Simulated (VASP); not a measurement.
# Si15C: single point with PBEsol

The system is Si15C.

```
CELL_PARAMETERS angstrom
10.61849 0.00000 0.00000
0.00000 10.61849 0.00000
0.00000 0.00000 10.61849
ATOMIC_POSITIONS crystal
Si 0.02502 0.01276 0.02526
Si 0.02758 0.98460 0.46942
Si 0.00181 0.50226 0.00206
Si 0.00136 0.49843 0.49635
Si 0.46914 0.98467 0.02784
Si 0.49374 0.00234 0.49399
Si 0.49611 0.49847 0.00163
Si 0.49733 0.50664 0.49757
Si 0.12453 0.11892 0.61689
Si 0.12886 0.63449 0.12913
Si 0.12678 0.63475 0.61481
Si 0.61666 0.11894 0.12477
Si 0.62514 0.12535 0.62538
Si 0.61452 0.63481 0.12710
Si 0.62498 0.62723 0.62526
Si 0.23421 0.21959 0.02774
Si 0.25201 0.24401 0.49391
Si 0.26229 0.77546 0.02536
Si 0.23428 0.77784 0.46948
Si 0.74808 0.24651 0.00157
Si 0.75636 0.24762 0.49753
Si 0.75186 0.75220 0.00211
Si 0.74813 0.75168 0.49640
Si 0.36856 0.36700 0.12477
Si 0.37498 0.37542 0.62534
Si 0.36859 0.87485 0.61693
Si 0.88441 0.36493 0.12701
Si 0.87687 0.37536 0.62522
Si 0.88414 0.87925 0.12911
Si 0.88447 0.87715 0.61479
Si 0.24893 0.99928 0.74879
Si 0.24893 0.49890 0.24918
Si 0.24935 0.50515 0.75506
Si 0.74854 0.99928 0.24918
Si 0.75483 0.99966 0.75507
Si 0.75481 0.50516 0.24959
Si 0.74903 0.49939 0.74929
Si 0.35224 0.10247 0.35244
Si 0.36808 0.11847 0.88578
Si 0.36811 0.63584 0.36839
Si 0.37351 0.63626 0.88616
Si 0.88557 0.11844 0.36832
Si 0.88587 0.12395 0.88610
Si 0.88590 0.63624 0.37379
Si 0.87423 0.62465 0.87451
Si 0.02752 0.21957 0.23444
Si 0.00135 0.24648 0.74831
Si 0.02508 0.77543 0.26258
Si 0.00183 0.75218 0.75213
Si 0.49369 0.24404 0.25226
Si 0.49730 0.24764 0.75658
Si 0.46915 0.77790 0.23461
Si 0.49615 0.75171 0.74840
Si 0.12452 0.36698 0.36880
Si 0.12675 0.36494 0.88464
Si 0.12885 0.87925 0.88439
Si 0.62513 0.37543 0.37524
Si 0.62496 0.37538 0.87713
Si 0.61669 0.87487 0.36885
Si 0.61453 0.87720 0.88474
C 0.14533 0.09461 0.14552
C 0.34410 0.89578 0.14574
C 0.23911 0.98922 0.23924
C 0.14544 0.89566 0.34446
```

```yaml
Program: VASP 6.6.1
Task: single point
Functional: PBEsol
Potentials_or_basis: VASP PAW PBE potentials, release 64 (Si, C)
Cutoff: 520 eV
k_mesh: 1 × 1 × 1, shifted
Occupations: fermi-dirac, width 0.05 eV
Spin: no spin polarisation
```

```json
{
  "Pressure": "0.1 GPa",
  "Largest force": "0.031 eV/Å"
}
```

Forces on the atoms (eV/Å):
```
Si  -0.004 -0.008 -0.005
Si  -0.001 -0.012  0.010
Si   0.001  0.006  0.001
Si   0.003 -0.002  0.003
Si   0.012 -0.014  0.000
Si   0.005  0.015  0.006
Si   0.002 -0.001  0.002
Si  -0.002  0.005 -0.003
Si  -0.005  0.003  0.006
Si  -0.004 -0.007 -0.004
Si   0.009  0.002  0.002
Si   0.006  0.003 -0.005
Si  -0.003 -0.009 -0.002
Si   0.003  0.000  0.009
Si   0.000  0.000 -0.002
Si  -0.009  0.010 -0.001
Si   0.015  0.004  0.005
Si  -0.003 -0.003 -0.005
Si  -0.010  0.000  0.010
Si  -0.004  0.002  0.003
Si   0.005 -0.001 -0.001
Si   0.004  0.002  0.002
Si  -0.002  0.003  0.002
Si   0.001  0.006 -0.005
Si  -0.009 -0.002 -0.003
Si   0.002 -0.005  0.005
Si   0.001  0.001  0.011
Si   0.001 -0.001 -0.001
Si  -0.005 -0.004 -0.003
Si   0.001  0.009  0.001
Si  -0.001  0.000 -0.005
Si  -0.001 -0.007  0.000
Si  -0.006  0.004  0.002
Si  -0.004  0.000  0.000
Si   0.002 -0.002  0.003
Si   0.002  0.004 -0.005
Si  -0.004 -0.003 -0.004
Si  -0.020 -0.015 -0.018
Si   0.003  0.004 -0.010
Si   0.004 -0.011  0.005
Si  -0.008  0.000  0.000
Si  -0.010  0.004  0.004
Si  -0.001 -0.010 -0.003
Si  -0.001 -0.001 -0.009
Si   0.002  0.003  0.003
Si  -0.001  0.010 -0.009
Si   0.003  0.003 -0.003
Si  -0.006 -0.005 -0.004
Si   0.001  0.001  0.006
Si   0.006  0.006  0.015
Si  -0.002 -0.002  0.005
Si   0.013  0.000 -0.014
Si   0.001  0.003  0.000
Si  -0.005  0.006  0.001
Si   0.011  0.001  0.002
Si  -0.004 -0.004 -0.006
Si  -0.003 -0.001 -0.008
Si  -0.001 -0.001  0.001
Si   0.006 -0.005  0.003
Si   0.002  0.007  0.000
C    0.008 -0.004  0.008
C   -0.005  0.005  0.005
C    0.002  0.001  0.001
C    0.005  0.007 -0.007
```

Stress tensor (GPa, compression positive):
```
 0.13 -0.05 -0.05
-0.05  0.13 -0.05
-0.05 -0.05  0.13
```

Levels at points of the mesh, in eV from the Fermi level:
```tsv
k point	band 126	band 127	band 128	band 129	band 130	band 131
(0.50, 0.50, 0.50)	-0.31	-0.30	-0.30	0.23	0.74	0.75
```

Run time: 12 min on 1 thread of Intel Xeon 8259CL (shared host), peak memory 0.97 GiB.

Caveat: the k points lie up to 0.59 Å⁻¹ apart; the PAW data sets were made with another functional, which shifts forces and pressure a little.
